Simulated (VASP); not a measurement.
# Ti (Fm-3m) in VASP: a series of runs

Ti is run at these levels: LDA; tasks: single point.

Program: VASP 6.6.1. These are calculated values, not measurements. Logs are shortened: lines on timing, memory, paths and dates and some standing lists are left out, and cuts for length are marked.

### 1 The cell of the first run

Symmetry: Fm-3m, No. 225, cubic system. Conventional cell: a = 3.977 Å, b = 3.977 Å, c = 3.977 Å, α = 90.00°, β = 90.00°, γ = 90.00°. Ti (site symmetry m-3m) has 12 Ti at 2.81 Å within 3.7 Å.

### 2 Single point, LDA (volume scaled by 0.94)

File INCAR:

```
PREC = Accurate ; ENCUT = 520
EDIFF = 1E-6 ; ISMEAR = -1
SIGMA = 0.05 ; LREAL = F
LASPH = T ; NELM = 80
ALGO = Normal ; ISIF = 2
LWAVE = F ; LCHARG = T
LELF = T ; LVHAR = T
NBANDS = 12
```

File KPOINTS:

```
regular mesh
0
Gamma
  14 14 14
```

File POSCAR:

```
Ti
1.0
    0.0000000000      1.9885598007      1.9885598007
    1.9885598007      0.0000000000      1.9885598007
    1.9885598007      1.9885598007      0.0000000000
Ti
1
Direct
    0.0000000000      0.0000000000      0.0000000000
```

Potentials or basis: VASP PAW LDA potentials, release 64 (Ti_sv).

On the command line:

```sh
cat potpaw_LDA.64/Ti_sv/POTCAR > POTCAR
mpirun -np 1 vasp_std > vasp.out
```

OUTCAR:

```text
PREC = Accurate
   ENCUT = 520
   EDIFF = 1E-6
   ISMEAR = -1
   LREAL = F
   LASPH = T
   NELM = 80
   ISIF = 2

 ion  position               nearest neighbor table
   1  0.000  0.000  0.000-

  LATTYP: Found a face centered cubic cell.
 ALAT       =     3.9771196014

  Lattice vectors:

 A1 = (   0.0000000000,   1.9885598007,   1.9885598007)
 A2 = (   1.9885598007,   0.0000000000,   1.9885598007)
 A3 = (   1.9885598007,   1.9885598007,   0.0000000000)

Analysis of symmetry for initial positions (statically):
=====================================================================
 Subroutine PRICEL returns:
 Original cell was already a primitive cell.

 Routine SETGRP: Setting up the symmetry group for a
 face centered cubic supercell.

 Subroutine GETGRP returns: Found 48 space group operations
 (whereof 48 operations were pure point group operations)
 out of a pool of 48 trial point group operations.

The static configuration has the point symmetry O_h .

Analysis of symmetry for dynamics (positions and initial velocities):
=====================================================================
 Subroutine PRICEL returns:
 Original cell was already a primitive cell.

 Routine SETGRP: Setting up the symmetry group for a
 face centered cubic supercell.

 Subroutine GETGRP returns: Found 48 space group operations
 (whereof 48 operations were pure point group operations)
 out of a pool of 48 trial point group operations.

The dynamic configuration has the point symmetry O_h .

 Subroutine INISYM returns: Found 48 space group operations
 (whereof 48 operations are pure point group operations),
 and found     1 'primitive' translations

----------------------------------------------------------------------------------------

                                     Primitive cell

  volume of cell :      15.7270

  direct lattice vectors                    reciprocal lattice vectors
     0.000000000  1.988559801  1.988559801    -0.251438252  0.251438252  0.251438252
     1.988559801  0.000000000  1.988559801     0.251438252 -0.251438252  0.251438252
     1.988559801  1.988559801  0.000000000     0.251438252  0.251438252 -0.251438252

  length of vectors
     2.812248240  2.812248240  2.812248240     0.435503827  0.435503827  0.435503827

  position of ions in fractional coordinates (direct lattice)
     0.000000000  0.000000000  0.000000000

  ion indices of the primitive-cell ions
   primitive index   ion index
                 1           1

----------------------------------------------------------------------------------------

 KPOINTS: regular mesh

Automatic generation of k-mesh.
 Grid dimensions read from file:
 generate k-points for:   14   14   14

 Generating k-lattice:

  Cartesian coordinates                     Fractional coordinates (reciprocal lattice)
    -0.017959875  0.017959875  0.017959875     0.071428571  0.000000000  0.000000000
     0.017959875 -0.017959875  0.017959875     0.000000000  0.071428571  0.000000000
     0.017959875  0.017959875 -0.017959875     0.000000000  0.000000000  0.071428571

  Length of vectors
     0.031107416  0.031107416  0.031107416

  Shift w.r.t. Gamma in fractional coordinates (k-lattice)
     0.000000000  0.000000000  0.000000000

 Subroutine IBZKPT returns following result:
 ===========================================

 Found    104 irreducible k-points:

 Following reciprocal coordinates:
            Coordinates               Weight
  0.000000  0.000000  0.000000      1.000000
  0.071429  0.000000  0.000000      8.000000
  0.142857  0.000000  0.000000      8.000000
  0.214286  0.000000  0.000000      8.000000
  0.285714  0.000000  0.000000      8.000000
  0.357143  0.000000  0.000000      8.000000
[... 16 lines left out ...]
  0.214286  0.142857  0.000000     24.000000
  0.285714  0.142857  0.000000     24.000000
 [... further k-points ...]
   k-points           NKPTS =    104   k-points in BZ     NKDIM =    104   number of bands    NBANDS=     12
   number of dos      NEDOS =    301   number of ions     NIONS =      1
   total plane-waves  NPLWV =  13824
   dimension x,y,z NGX =    24 NGY =   24 NGZ =   24
   dimension x,y,z NGXF=    48 NGYF=   48 NGZF=   48
   ions per type =               1
   NGX,Y,Z   is equivalent  to a cutoff of  14.19, 14.19, 14.19 a.u.
   NGXF,Y,Z  is equivalent  to a cutoff of  28.38, 28.38, 28.38 a.u.
 SYSTEM =  unknown system
   PREC   = accura    normal or accurate (medium, high low for compatibility)
   ISTART =      0    job   : 0-new  1-cont  2-samecut
   ICHARG =      2    charge: 1-file 2-atom 10-const
   ISPIN  =      1    spin polarized calculation?
   LNONCOLLINEAR =      F non collinear calculations
   LSORBIT =      F    spin-orbit coupling
   LASPH  =      T    aspherical Exc in radial PAW
   ENCUT  =  520.0 eV  38.22 Ry    6.18 a.u.   5.23  5.23  5.23*2*pi/ulx,y,z
   NELM   =     80;   NELMIN=  2; NELMDL= -5     # of ELM steps
   EDIFF  = 0.1E-05   stopping-criterion for ELM
   LREAL  =      F    real-space projection
   EDIFFG = 0.1E-04   stopping-criterion for IOM
   NSW    =      0    number of steps for IOM
   IBRION =     -1    ionic relax: 0-MD 1-quasi-New 2-CG
   NFREE  =      0    steps in history (QN), initial steepest desc. (CG)
   ISIF   =      2    stress and relaxation
   ISYM   =      2    0-nonsym 1-usesym 2-fastsym
   POTIM  = 0.5000    time-step for ionic-motion
   TEBEG  =    0.0;   TEEND  =   0.0 temperature during run
   PSTRESS=    0.0 pullay stress
   NELECT =      12.0000    total number of electrons
   NUPDOWN=      -1.0000    fix difference up-down
   EMIN   =  10.00;   EMAX   =-10.00  energy-range for DOS
   EFERMI =   0.00;   METHOD = LEGACY
   ISMEAR =    -1;   SIGMA  =   0.05  broadening in eV -4-tet -1-fermi 0-gaus
   EFERMI_NEDOS =   21; number of points for ismear=-14 and -15
   IALGO  =     38    algorithm
   IMIX   =      4    mixing-type and parameters
     AMIX     =   0.40;   BMIX     =  1.00
     AMIX_MAG =   1.60;   BMIX_MAG =  1.00
  volume/ion in A,a.u.               =      15.73       106.13
  Fermi-wavevector in a.u.,A,eV,Ry     =   1.495960  2.826954 30.448420  2.237896
  Thomas-Fermi vector in A             =   2.608038
   LORBIT       =      0    0 simple, 1 ext, 2 COOP (PROOUT), +10 PAW based schemes
   GGA     = CA    functional components
   LHFCALC =     F    Hartree Fock is set to
   AEXX    =    0.0000 exact exchange contribution
   IVDW    =     0    specifies the selected vdW correction
   LEPSILON=     F    determine dielectric tensor
   LRPA    =     F    only Hartree local field effects (RPA)
 non-spin polarized calculation
  energy-cutoff  :      520.00
  volume of cell :       15.73
 maximum number of plane-waves:       444
 NGX is ok and might be reduce to    24
   NGX = 11   NGY = 11   NGZ = 11

 number of electron      11.9999998 magnetization

 Free energy of the ion-electron system (eV)
  ---------------------------------------------------
  ext. energy  EPLUGINS =         0.00000000
  ---------------------------------------------------
  free energy    TOTEN  =        -8.50307019 eV

  energy without entropy =       -8.48929192  energy(sigma->0) =       -8.49618105

 E-fermi :   9.0728     XC(G=0): -12.2675

 val. band max:        9.0728052874   @ k =  -0.1429   0.1429   0.0000
 cond. band min:       9.0754463847   @ k =  -0.3571   0.3571   0.1429
 fundamental gap:      0.0026410973
 Fermi energy:         9.0728072961

 k-point     1 :       0.0000    0.0000    0.0000
  band No.  band energies     occupation
      1     -46.7903      2.00000
      2     -22.8788      2.00000
      3     -22.8788      2.00000
      4     -22.8788      2.00000
      5       2.8496      2.00000
      6       9.9775      0.00000
      7       9.9775      0.00000
      8       9.9775      0.00000
      9      11.8208      0.00000
     10      11.8208      0.00000
     11      24.9741      0.00000
     12      29.8662      0.00000

 k-point     2 :       0.0714    0.0000    0.0000
  band No.  band energies     occupation
      1     -46.7809      2.00000
      2     -22.9280      2.00000
      3     -22.8847      2.00000
      4     -22.8847      2.00000
      5       3.0314      2.00000
      6       9.8628      0.00000
      7      10.0451      0.00000
      8      10.0451      0.00000
      9      11.7760      0.00000
     10      11.7760      0.00000
     11      25.1562      0.00000
     12      28.6200      0.00000

 k-point     3 :       0.1429    0.0000    0.0000
  band No.  band energies     occupation
      1     -46.7546      2.00000
      2     -23.0644      2.00000
      3     -22.9014      2.00000
      4     -22.9014      2.00000
      5       3.5519      2.00000
      6       9.5737      0.00009
      7      10.1994      0.00000
      8      10.1994      0.00000
      9      11.7015      0.00000
     10      11.7015      0.00000
     11      25.4037      0.00000
     12      26.6925      0.00000
[... 286 lines left out ...]
 k-point    23 :       0.2143    0.1429    0.0000
  band No.  band energies     occupation
      1     -46.7142      2.00000
      2     -23.1845      2.00000
      3     -22.9726      2.00000
      4     -22.9652      2.00000
      5       4.3509      2.00000
      6       8.9810      1.72508
      7      10.4754      0.00000
      8      10.6326      0.00000
      9      11.0746      0.00000
     10      12.1559      0.00000
     11      25.7016      0.00000
     12      26.4054      0.00000

 k-point    24 :       0.2857    0.1429    0.0000
  band No.  band energies     occupation
      1     -46.6769      2.00000
      2     -23.3562      2.00000
      3     -23.0029      2.00000
      4     -22.9937      2.00000
      5       5.1262      2.00000
      6       8.7089      1.99862
      7      10.1219      0.00000
      8      10.7060      0.00000
      9      11.5755      0.00000
     10      12.3995      0.00000
     11      23.8086      0.00000
     12      26.1501      0.00000

 [... further k-points ...]
[... 5 lines left out ...]
  --------------------------------------------------------------------------------------
  -------------------------------------------------------------------------------------
  Total        0.2135017      0.2135017      0.2135017      0.0000000     -0.0000000      0.0000000
  in kB       21.7503399     21.7503399     21.7503399      0.0000000     -0.0000000      0.0000000
  external PRESSURE =      21.7503399 kB  Pullay stress =       0.0000000 kB

 VOLUME and BASIS-vectors are now :
 -----------------------------------------------------------------------------
  energy-cutoff  :      520.00
  volume of cell :       15.73
      direct lattice vectors                 reciprocal lattice vectors
     0.000000000  1.988559801  1.988559801    -0.251438252  0.251438252  0.251438252
     1.988559801  0.000000000  1.988559801     0.251438252 -0.251438252  0.251438252
     1.988559801  1.988559801  0.000000000     0.251438252  0.251438252 -0.251438252

 POSITION                                       TOTAL-FORCE (eV/Angst)
 -----------------------------------------------------------------------------------
      0.00000      0.00000      0.00000         0.000000      0.000000      0.000000
 -----------------------------------------------------------------------------------
    total drift:                                0.000000     -0.000000     -0.000000

  FREE ENERGIE OF THE ION-ELECTRON SYSTEM (eV)
  ---------------------------------------------------
  free  energy   TOTEN  =        -8.5030701882 eV

  energy  without entropy=       -8.4892919183  energy(sigma->0) =       -8.49618105
```

Run time: 9.8 s. Hardware: 1 thread of Intel Xeon Platinum 8488C (Sapphire Rapids), shared host; peak memory 0.14 GiB.

What came out:

```
Free energy            : -8.5031 eV
Pressure               : 2.2 GPa
Band gap on the k mesh : zero (band 6 reaches 9.98 eV, above the bottom of band 7 at 8.59 eV)
```

Levels at points of the mesh, in eV from the Fermi level:
| k point | band 4 | band 5 | band 6 | band 7 | band 8 | band 9 |
| --- | --- | --- | --- | --- | --- | --- |
| (0.00, 0.00, 0.00) | -31.95 | -6.22 | 0.90 | 0.90 | 0.90 | 2.75 |
| (0.50, 0.00, 0.00) | -32.07 | -2.81 | 0.75 | 0.75 | 1.03 | 4.01 |
| (0.50, 0.50, 0.00) | -32.28 | -2.94 | -2.01 | 3.42 | 3.98 | 4.35 |

### 3 Single point, LDA (volume scaled by 0.98)

File INCAR:

```
SYSTEM = Ti
ALGO = Normal ; EDIFF = 1E-6
ENCUT = 520 ; ISIF = 2
ISMEAR = -1 ; LASPH = .True.
LCHARG = .False. ; LREAL = .False.
LWAVE = .False. ; NBANDS = 12
NELM = 80 ; PREC = Accurate
SIGMA = 0.05
```

File KPOINTS:

```
k-points
0
Gamma
  14 14 14
  0 0 0
```

File POSCAR:

```
Ti
1.0
    0.0000000000      2.0163754284      2.0163754284
    2.0163754284      0.0000000000      2.0163754284
    2.0163754284      2.0163754284      0.0000000000
Ti
1
Direct
    0.0000000000      0.0000000000      0.0000000000
```

Potentials or basis: VASP PAW LDA potentials, release 64 (Ti_sv).

On the command line:

```sh
cat potpaw_LDA.64/Ti_sv/POTCAR > POTCAR
mpirun -np 1 vasp_std > vasp.out
```

Wall time 9.6 s (1 thread of Intel Xeon Platinum 8488C (Sapphire Rapids), shared host); peak memory 0.14 GiB.

It converged, with:

| Property | Result |
| --- | --- |
| Free energy | -8.5015 eV |
| Pressure | -2.8 GPa |
| Band gap on the k mesh | zero (band 6 reaches 9.49 eV, above the bottom of band 7 at 8.15 eV) |

Levels at points of the mesh, in eV from the Fermi level:
```
           k point  band 3  band 4  band 5  band 6  band 7  band 8  band 9  band 10
(0.00, 0.00, 0.00)  -32.08  -32.08   -6.14    0.88    0.88    0.88    2.62     2.62
(0.50, 0.00, 0.00)  -32.18  -32.18   -2.71    0.74    0.74    0.90    3.81     3.81
(0.50, 0.50, 0.00)  -32.37  -32.37   -2.78   -1.88    3.20    3.78    4.13     4.13
```

### 4 Single point, LDA (volume scaled by 1.01)

File INCAR:

```
SYSTEM = Ti
PREC = Accurate ; ENCUT = 520
EDIFF = 1E-7 ; ISMEAR = -1
SIGMA = 0.05 ; LREAL = .FALSE.
LASPH = .TRUE. ; NELM = 80
ALGO = Normal ; ISIF = 2
LWAVE = .FALSE. ; LCHARG = .TRUE.
LELF = .TRUE. ; LVHAR = .TRUE.
NBANDS = 12
```

File KPOINTS:

```
Automatic mesh
0
G
  14 14 14
  0 0 0
```

File POSCAR:

```
Ti
1.0
    0.0000000000      2.0367442356      2.0367442356
    2.0367442356      0.0000000000      2.0367442356
    2.0367442356      2.0367442356      0.0000000000
Ti
1
Direct
    0.0000000000      0.0000000000      0.0000000000
```

On the command line:

```sh
cat potpaw_LDA.64/Ti_sv/POTCAR > POTCAR
mpirun -np 1 vasp_std > vasp.out
```

Wall time 10 s (1 thread of Intel Xeon Platinum 8488C (Sapphire Rapids), shared host); peak memory 0.14 GiB.

It converged, with:

| Item | Value |
| --- | --- |
| Free energy | -8.4877 eV |
| Pressure | -6.0 GPa |
| Band gap on the k mesh | zero (band 6 reaches 9.14 eV, above the bottom of band 7 at 7.84 eV) |

Levels at points of the mesh, in eV from the Fermi level:
| k point | band 3 | band 4 | band 5 | band 6 | band 7 | band 8 | band 9 | band 10 |
| --- | --- | --- | --- | --- | --- | --- | --- | --- |
| (0.00, 0.00, 0.00) | -32.17 | -32.17 | -6.08 | 0.86 | 0.86 | 0.86 | 2.53 | 2.53 |
| (0.50, 0.00, 0.00) | -32.26 | -32.26 | -2.64 | 0.73 | 0.73 | 0.81 | 3.67 | 3.67 |
| (0.50, 0.50, 0.00) | -32.43 | -32.43 | -2.67 | -1.80 | 3.05 | 3.65 | 3.98 | 3.98 |

### 5 Summary

```tsv
cell	gap on the mesh (eV)	pressure (GPa)
a = 2.812 Å, angles 60.0°, 1 atom	none	2.2
a = 2.852 Å, angles 60.0°, 1 atom	none	-2.8
a = 2.880 Å, angles 60.0°, 1 atom	none	-6.0
```

Alike in all rows: task single point; level LDA; potentials or basis VASP PAW LDA potentials, release 64 (Ti_sv); no spin polarisation; k mesh 14 × 14 × 14; cutoff (eV) 520; smearing fermi-dirac 0.05 eV.

Absolute energies hang on the potentials; compare differences alone.
